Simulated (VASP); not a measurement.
Set up this calculation in VASP 6.6.1, as the native input.

| Property | Result |
| --- | --- |
| Task | single point |
| Functional | LDA |
| Potentials or basis | VASP PAW LDA potentials, release 64 (Cs_sv) |
| Cutoff | 520 eV |
| k mesh | 8 × 8 × 8 |
| Occupations | fermi-dirac, width 0.1 eV |
| Spin | no spin polarisation |
| Dipole correction | no |
| Further INCAR settings | ALGO = Normal; EDIFF = 1e-07; NBANDS = 10 |

The structure of Cs lies in POSCAR:

```
Cs
1.0
    4.3604533378      0.0000000000      0.0000000000
    0.0000000000      4.3604533378      0.0000000000
    0.0000000000      0.0000000000      4.3604533378
Cs
1
Direct
    0.0000000000      0.0000000000      0.0000000000
```

This cell differs from its parent crystal: volume scaled by 0.8.

The input as run:

INCAR

```
SYSTEM = Cs
PREC     = Accurate       ! precision mode
ENCUT    = 520            ! plane-wave cutoff, eV
EDIFF    = 1E-7           ! SCF threshold, eV
ISMEAR   = -1             ! smearing method
SIGMA    = 0.1            ! smearing width, eV
LREAL    = .False.        ! projectors in reciprocal space
LASPH    = .True.         ! aspherical terms in the spheres
NELM     = 100            ! most SCF steps
ALGO     = Normal         ! electronic algorithm
ISIF     = 2              ! what is computed and relaxed
LWAVE    = .False.        ! write WAVECAR
LCHARG   = .False.        ! write CHGCAR
NBANDS   = 10             ! bands
```

KPOINTS

```
Automatic mesh
0
Gamma
  8 8 8
  0 0 0
```

Potentials or basis: VASP PAW LDA potentials, release 64 (Cs_sv).

Command:

```console
$ cat potpaw_LDA.64/Cs_sv/POTCAR > POTCAR
$ mpirun -np 1 vasp_std > vasp.out
```

Results of the run:

- Pressure: 0.5 GPa

It took 9.9 s on 1 thread of Intel Xeon 6975P-C (shared host), peak memory 0.16 GiB.
